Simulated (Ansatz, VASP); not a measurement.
**One calculation of W, two programs**

Contents of INCAR:

```
PREC = Accurate ; ENCUT = 500
EDIFF = 1E-7 ; ISMEAR = 0
SIGMA = 0.1 ; LREAL = F
LASPH = T ; NELM = 120
ALGO = Normal ; ISIF = 3
LWAVE = F ; LCHARG = F
GGA = RP ; IBRION = 2
NSW = 80 ; EDIFFG = -0.01
GGA_COMPAT = F ; NELMIN = 4
```

Contents of KPOINTS:

```
Automatic mesh
0
Gamma
  11 11 11
```

File POSCAR:

```
W
1.0
    0.0000000000      2.0300000000      2.0300000000
    2.0300000000      0.0000000000      2.0300000000
    2.0300000000      2.0300000000      0.0000000000
W
1
Direct
    0.0000000000      0.0000000000      0.0000000000
```

Input for Ansatz:

```yaml
crystal:
  lattice:
    - [0.0, 2.03, 2.03]
    - [2.03, 0.0, 2.03]
    - [2.03, 2.03, 0.0]
  atoms:
    - { symbol: W, position: [0.0, 0.0, 0.0] }
basis:
  ecutwfc: 470.0
kpoints:
  mp_grid:
    grid: [11, 11, 11]
hamiltonian:
  xc: rpbe
  dispersion: none
scf:
  occupations:
    method: gaussian
    width: 0.1
relax:
  cell: {}
```

Alike in both runs: task relaxation of cell and atoms; functional RPBE; k mesh 11 × 11 × 11; occupations gaussian, width 0.1 eV; no spin polarisation.

```csv
,VASP,Ansatz
version,VASP 6.6.1,Ansatz 0.2.0
potentials or method,"VASP PAW PBE potentials, release 64 (W_sv), cutoff 500 eV","plane waves, PAW"
valence electrons in the cell,14,14
```

```csv
,VASP,Ansatz,Ansatz less VASP
relaxed volume (Å³/atom),16.67,16.65,-0.020
relaxed cell length with the largest relative difference (Å),2.867,2.866,-0.0012
```

VASP's potentials were made for PBE, not for RPBE.

Neither program's run includes spin-orbit coupling.
